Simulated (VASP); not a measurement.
# B2F (P6/mmm) in VASP: a series of runs

Runs on B2F. Level: PBE. Tasks: single point, relaxation of cell and atoms.

Everything below comes from runs of VASP 6.6.1. Logs are shortened: lines on timing, memory, paths and dates and some standing lists are left out, and cuts for length are marked.

### 1 The cell of the first run

Symmetry: P6/mmm, No. 191, hexagonal system. The conventional cell has a = 2.210 Å, b = 2.210 Å, c = 5.070 Å, α = 90.00°, β = 90.00°, γ = 120.00°. B (site symmetry 6mm) has 1 F at 1.58 Å and 1 B at 1.92 Å within 2.1 Å. Within 2.1 Å of F (site symmetry 6/mmm) lie 2 B at 1.58 Å.

### 2 Single point, PBE

INCAR

```
PREC     = Accurate       # precision mode
ENCUT    = 520            # plane-wave cutoff, eV
EDIFF    = 1E-6           # SCF threshold, eV
ISMEAR   = 0              # smearing method
SIGMA    = 0.1            # smearing width, eV
LREAL    = False          # projectors in reciprocal space
LASPH    = True           # aspherical terms in the spheres
NELM     = 80             # most SCF steps
ALGO     = Normal         # electronic algorithm
ISIF     = 2              # what is computed and relaxed
LWAVE    = False          # write WAVECAR
LCHARG   = True           # write CHGCAR
GGA      = PE             # functional
LELF     = True           # ELF
LVHAR    = True         
NBANDS   = 14             # bands
```

KPOINTS

```
Automatic mesh
0
Gamma
  6 6 4
```

POSCAR

```
B2F
1.0
    2.2096463480      0.0000000025      0.0000000000
   -1.1048231762      1.9136098695      0.0000000000
    0.0000000000      0.0000000000      5.0704676596
B F
2 1
Direct
    0.0000000000      0.0000000000      0.6891136611
    0.0000000000      0.0000000000      0.3108863389
    0.0000000000      0.0000000000      0.0000000000
```

Potentials or basis: VASP PAW PBE potentials, release 64 (B, F).

Run with:

```
> cat potpaw_PBE.64/B/POTCAR potpaw_PBE.64/F/POTCAR > POTCAR
> mpirun -np 1 vasp_std > vasp.out
```

OUTCAR:

```text
PREC = Accurate
   ENCUT = 520
   EDIFF = 1E-6
   ISMEAR = 0
   LREAL = False
   LASPH = True
   NELM = 80
   ISIF = 2
   GGA = PE

 ion  position               nearest neighbor table
   1  0.000  0.000  0.689-   3 1.58   2 1.92
   2  0.000  0.000  0.311-   3 1.58   1 1.92
   3  0.000  0.000  0.000-   1 1.58   2 1.58

  LATTYP: Found a hexagonal cell.
 ALAT       =     2.2096463480
 C/A-ratio  =     2.2946964632

  Lattice vectors:

 A1 = (   2.2096463480,   0.0000000025,   0.0000000000)
 A2 = (  -1.1048231762,   1.9136098695,   0.0000000000)
 A3 = (   0.0000000000,   0.0000000000,   5.0704676596)

Analysis of symmetry for initial positions (statically):
=====================================================================
 Subroutine PRICEL returns:
 Original cell was already a primitive cell.

 Routine SETGRP: Setting up the symmetry group for a
 hexagonal supercell.

 Subroutine GETGRP returns: Found 24 space group operations
 (whereof 24 operations were pure point group operations)
 out of a pool of 24 trial point group operations.

The static configuration has the point symmetry D_6h.

Analysis of symmetry for dynamics (positions and initial velocities):
=====================================================================
 Subroutine PRICEL returns:
 Original cell was already a primitive cell.

 Routine SETGRP: Setting up the symmetry group for a
 hexagonal supercell.

 Subroutine GETGRP returns: Found 24 space group operations
 (whereof 24 operations were pure point group operations)
 out of a pool of 24 trial point group operations.

The dynamic configuration has the point symmetry D_6h.

 Subroutine INISYM returns: Found 24 space group operations
 (whereof 24 operations are pure point group operations),
 and found     1 'primitive' translations

----------------------------------------------------------------------------------------

                                     Primitive cell

  volume of cell :      21.4400

  direct lattice vectors                    reciprocal lattice vectors
     2.209646348  0.000000003  0.000000000     0.452561108  0.261286278  0.000000000
    -1.104823176  1.913609869  0.000000000    -0.000000001  0.522572555  0.000000000
     0.000000000  0.000000000  5.070467660     0.000000000  0.000000000  0.197220467

  length of vectors
     2.209646348  2.209646348  5.070467660     0.522572555  0.522572555  0.197220467

  position of ions in fractional coordinates (direct lattice)
     0.000000000  0.000000000  0.689113661
     0.000000000  0.000000000  0.310886339
     0.000000000  0.000000000  0.000000000

  ion indices of the primitive-cell ions
   primitive index   ion index
                 1           1
                 2           2
                 3           3

----------------------------------------------------------------------------------------

 KPOINTS: Automatic mesh

Automatic generation of k-mesh.
 Grid dimensions read from file:
 generate k-points for:    6    6    4

 Generating k-lattice:

  Cartesian coordinates                     Fractional coordinates (reciprocal lattice)
     0.075426851  0.043547713  0.000000000     0.166666667 -0.000000000  0.000000000
    -0.000000000  0.087095426  0.000000000     0.000000000  0.166666667  0.000000000
     0.000000000  0.000000000  0.049305117     0.000000000  0.000000000  0.250000000

  Length of vectors
     0.087095426  0.087095426  0.049305117

  Shift w.r.t. Gamma in fractional coordinates (k-lattice)
     0.000000000  0.000000000  0.000000000

 Subroutine IBZKPT returns following result:
 ===========================================

 Found     21 irreducible k-points:

 Following reciprocal coordinates:
            Coordinates               Weight
  0.000000  0.000000  0.000000      1.000000
  0.166667  0.000000  0.000000      6.000000
  0.333333  0.000000  0.000000      6.000000
  0.500000  0.000000  0.000000      3.000000
  0.166667  0.166667  0.000000      6.000000
  0.333333  0.166667  0.000000     12.000000
[... 13 lines left out ...]
  0.333333  0.166667  0.500000     12.000000
  0.333333  0.333333  0.500000      2.000000
   k-points           NKPTS =     21   k-points in BZ     NKDIM =     21   number of bands    NBANDS=     14
   number of dos      NEDOS =    301   number of ions     NIONS =      3
   total plane-waves  NPLWV =  10240
   dimension x,y,z NGX =    16 NGY =   16 NGZ =   40
   dimension x,y,z NGXF=    32 NGYF=   32 NGZF=   80
   ions per type =               2   1
   NGX,Y,Z   is equivalent  to a cutoff of  12.04, 12.04, 13.11 a.u.
   NGXF,Y,Z  is equivalent  to a cutoff of  24.08, 24.08, 26.23 a.u.
 SYSTEM =  unknown system
   PREC   = accura    normal or accurate (medium, high low for compatibility)
   ISTART =      0    job   : 0-new  1-cont  2-samecut
   ICHARG =      2    charge: 1-file 2-atom 10-const
   ISPIN  =      1    spin polarized calculation?
   LNONCOLLINEAR =      F non collinear calculations
   LSORBIT =      F    spin-orbit coupling
   LASPH  =      T    aspherical Exc in radial PAW
   ENCUT  =  520.0 eV  38.22 Ry    6.18 a.u.   4.11  4.11  9.43*2*pi/ulx,y,z
   NELM   =     80;   NELMIN=  2; NELMDL= -5     # of ELM steps
   EDIFF  = 0.1E-05   stopping-criterion for ELM
   LREAL  =      F    real-space projection
   EDIFFG = 0.1E-04   stopping-criterion for IOM
   NSW    =      0    number of steps for IOM
   IBRION =     -1    ionic relax: 0-MD 1-quasi-New 2-CG
   NFREE  =      0    steps in history (QN), initial steepest desc. (CG)
   ISIF   =      2    stress and relaxation
   ISYM   =      2    0-nonsym 1-usesym 2-fastsym
   POTIM  = 0.5000    time-step for ionic-motion
   TEBEG  =    0.0;   TEEND  =   0.0 temperature during run
   PSTRESS=    0.0 pullay stress
   NELECT =      13.0000    total number of electrons
   NUPDOWN=      -1.0000    fix difference up-down
   EMIN   =  10.00;   EMAX   =-10.00  energy-range for DOS
   EFERMI =   0.00;   METHOD = LEGACY
   ISMEAR =     0;   SIGMA  =   0.10  broadening in eV -4-tet -1-fermi 0-gaus
   EFERMI_NEDOS =   21; number of points for ismear=-14 and -15
   IALGO  =     38    algorithm
   IMIX   =      4    mixing-type and parameters
     AMIX     =   0.40;   BMIX     =  1.00
     AMIX_MAG =   1.60;   BMIX_MAG =  1.00
  volume/ion in A,a.u.               =       7.15        48.23
  Fermi-wavevector in a.u.,A,eV,Ry     =   1.385632  2.618465 26.122858  1.919976
  Thomas-Fermi vector in A             =   2.510024
   LORBIT       =      0    0 simple, 1 ext, 2 COOP (PROOUT), +10 PAW based schemes
   GGA     = PE    functional components
   LHFCALC =     F    Hartree Fock is set to
   AEXX    =    0.0000 exact exchange contribution
   IVDW    =     0    specifies the selected vdW correction
   LEPSILON=     F    determine dielectric tensor
   LRPA    =     F    only Hartree local field effects (RPA)
 non-spin polarized calculation
 Gauss-broadening in eV      SIGMA  =   0.10
  energy-cutoff  :      520.00
  volume of cell :       21.44
 maximum number of plane-waves:       606
   NGX =  9   NGY =  9   NGZ = 19

 number of electron      13.0000001 magnetization

 Free energy of the ion-electron system (eV)
  ---------------------------------------------------
  ext. energy  EPLUGINS =         0.00000000
  ---------------------------------------------------
  free energy    TOTEN  =       -14.15194140 eV

  energy without entropy =      -14.15067397  energy(sigma->0) =      -14.15130769

 E-fermi :   6.5117     XC(G=0): -12.1516

 val. band max:        6.4642710537   @ k =   0.3333   0.3333   0.0000
 cond. band min:       6.7351545921   @ k =   0.3333   0.0000   0.5000
 fundamental gap:      0.2708835383
 Fermi energy:         6.5117017128

 k-point     1 :       0.0000    0.0000    0.0000
  band No.  band energies     occupation
      1     -21.6125      2.00000
      2      -7.5282      2.00000
      3      -6.1566      2.00000
      4       2.6247      2.00000
      5       2.6247      2.00000
      6       3.2950      2.00000
      7       5.9647      2.00000
      8      18.2676      0.00000
      9      18.2676      0.00000
     10      18.3070      0.00000
     11      19.4607      0.00000
     12      19.4607      0.00000
     13      22.8305      0.00000
     14      33.0673      0.00000

 k-point     2 :       0.1667    0.0000    0.0000
  band No.  band energies     occupation
      1     -21.1296      2.00000
      2      -6.8601      2.00000
      3      -5.3128      2.00000
      4       0.9740      2.00000
      5       2.3101      2.00000
      6       3.4463      2.00000
      7       6.8791      0.00000
      8      15.1599      0.00000
      9      16.9110      0.00000
     10      17.3371      0.00000
     11      18.2321      0.00000
     12      18.8806      0.00000
     13      23.8760      0.00000
     14      27.8124      0.00000

 k-point     3 :       0.3333    0.0000    0.0000
  band No.  band energies     occupation
      1     -20.0160      2.00000
      2      -5.1798      2.00000
      3      -3.5429      2.00000
      4      -1.0628      2.00000
      5       1.7158      2.00000
      6       3.5891      2.00000
      7       7.2950      0.00000
      8      10.6282      0.00000
      9      13.1968      0.00000
     10      14.9595      0.00000
     11      16.3693      0.00000
     12      20.2708      0.00000
     13      22.8922      0.00000
     14      24.3339      0.00000
[... 273 lines left out ...]
 k-point    20 :       0.3333    0.1667    0.5000
  band No.  band energies     occupation
      1     -19.3758      2.00000
      2      -4.2221      2.00000
      3      -3.1458      2.00000
      4       0.3068      2.00000
      5       0.3118      2.00000
      6       4.9005      2.00000
      7       4.9924      2.00000
      8       9.5302      0.00000
      9      10.1604      0.00000
     10      13.9310      0.00000
     11      16.3789      0.00000
     12      19.5799      0.00000
     13      19.7457      0.00000
     14      26.2265      0.00000

 k-point    21 :       0.3333    0.3333    0.5000
  band No.  band energies     occupation
      1     -19.0434      2.00000
      2      -3.5913      2.00000
      3      -2.0069      2.00000
      4      -2.0069      2.00000
      5       3.8004      2.00000
      6       3.8004      2.00000
      7       4.8367      2.00000
      8       7.9654      0.00000
      9       7.9654      0.00000
     10      11.5980      0.00000
     11      17.9255      0.00000
     12      20.3471      0.00000
     13      20.8360      0.00000
     14      20.8360      0.00000

------------------------ aborting loop because EDIFF is reached ----------------------------------------

  FORCE on cell =-STRESS in cart. coord.  units (eV):
  Direction    XX          YY          ZZ          XY          YZ          ZX
  --------------------------------------------------------------------------------------
  -------------------------------------------------------------------------------------
  Total       -0.0826688     -0.0826688      0.0094830      0.0000000     -0.0000000      0.0000000
  in kB       -6.1777172     -6.1777172      0.7086509      0.0000000     -0.0000000      0.0000000
  external PRESSURE =      -3.8822611 kB  Pullay stress =       0.0000000 kB

 VOLUME and BASIS-vectors are now :
 -----------------------------------------------------------------------------
  energy-cutoff  :      520.00
  volume of cell :       21.44
      direct lattice vectors                 reciprocal lattice vectors
     2.209646348  0.000000003  0.000000000     0.452561108  0.261286278  0.000000000
    -1.104823176  1.913609869  0.000000000    -0.000000001  0.522572555  0.000000000
     0.000000000  0.000000000  5.070467660     0.000000000  0.000000000  0.197220467

 POSITION                                       TOTAL-FORCE (eV/Angst)
 -----------------------------------------------------------------------------------
      0.00000      0.00000      3.49413        -0.000000     -0.000000     -0.037167
      0.00000      0.00000      1.57634         0.000000      0.000000      0.037167
      0.00000      0.00000      0.00000        -0.000000     -0.000000      0.000000
 -----------------------------------------------------------------------------------
    total drift:                               -0.000000     -0.000000      0.000000

  FREE ENERGIE OF THE ION-ELECTRON SYSTEM (eV)
  ---------------------------------------------------
  free  energy   TOTEN  =       -14.1519413965 eV

  energy  without entropy=      -14.1506739742  energy(sigma->0) =      -14.15130769
```

Wall time 5.3 s (1 thread of Intel Xeon Platinum 8259CL at 2.50GHz (Skylake/Cascade Lake), shared host); peak memory 0.12 GiB.

What came out:

| Quantity | Value |
| --- | --- |
| Free energy | -14.1519 eV |
| Pressure | -0.4 GPa |
| Largest force | 0.037 eV/Å |

Forces in eV/Å, atoms in the order of the input:
```
B    0.000  0.000 -0.037
B    0.000  0.000  0.037
F    0.000  0.000  0.000
```

Caveat: the k points lie up to 0.55 Å⁻¹ apart; an odd number of electrons without spin polarisation forces a metal; a magnetic or distorted state may lie lower.

[end of part 1 of 2]
